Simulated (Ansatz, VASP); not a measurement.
P in VASP and in Ansatz

POSCAR

```
P
1.0
    4.2088112845      0.0000000000      0.0000000000
    0.0000000000      4.2088112845      0.0000000000
    0.0000000000      0.0000000000      4.2466600000
P
1
Direct
    0.0000000000      0.0000000000      0.0000000000
```

The input INCAR.step1:

```
SYSTEM = P
PREC = Accurate
ENCUT = 520
ISMEAR = 0
SIGMA = 0.15
LREAL = .False.
LASPH = .True.
NELM = 60
NBANDS = 8
GGA = PE
ALGO = Normal
EDIFF = 1E-4
LWAVE = .True.
LCHARG = .False.
```

Contents of INCAR.step2:

```
SYSTEM = P
PREC = Accurate
ENCUT = 520
EDIFF = 1E-7
ISMEAR = 0
SIGMA = 0.15
LREAL = .False.
LASPH = .True.
NELM = 60
ALGO = Normal
ISIF = 2
LWAVE = .False.
LCHARG = .True.
METAGGA = R2SCAN
LMIXTAU = .True.
LELF = .True.
LVHAR = .True.
NBANDS = 8
ISTART = 1
```

Contents of KPOINTS:

```
Automatic mesh
0
Gamma
  12 12 12
  0 0 0
```

Input for Ansatz:

```yaml
crystal:
  lattice:
    - [4.2088112845, 0.0, 0.0]
    - [0.0, 4.2088112845, 0.0]
    - [0.0, 0.0, 4.24666]
  atoms:
    - { symbol: P, position: [0.0, 0.0, 0.0] }
basis:
  ecutwfc: 500
kpoints:
  mp_grid: { grid: [12, 12, 12] }
hamiltonian:
  xc: r2scan
scf:
  occupations: { method: gaussian, width: 0.15 }
output:
  forces: true
  stress: true
  eigenvalues: true
```

Change from the starting cell: strain -0.015 along x and y, -0.030 along z, atoms carried along.

Alike in both runs: task single point; functional r2SCAN; k mesh 12 × 12 × 12; occupations gaussian, width 0.15 eV; no spin polarisation.

```csv
,VASP,Ansatz
version,VASP 6.6.1,Ansatz 0.2.0
potentials or method,"VASP PAW PBE potentials, release 64 (P), cutoff 520 eV","scalar-relativistic, plane waves, PAW"
valence electrons in the cell,5,5
```

|  | VASP | Ansatz | Ansatz less VASP |
| --- | --- | --- | --- |
| gap on the k mesh at the Fermi level (eV) | none | none | - |
| pressure (GPa) | -4.5 | -4.5 | 0.00 |
| traceless stress, the component that is largest in VASP (GPa) | 0.11 | 0.11 | 0.000 |

VASP's potentials were made for PBE, not for r2SCAN. A gap of «none» marks a metal or a gap that the smearing closes.
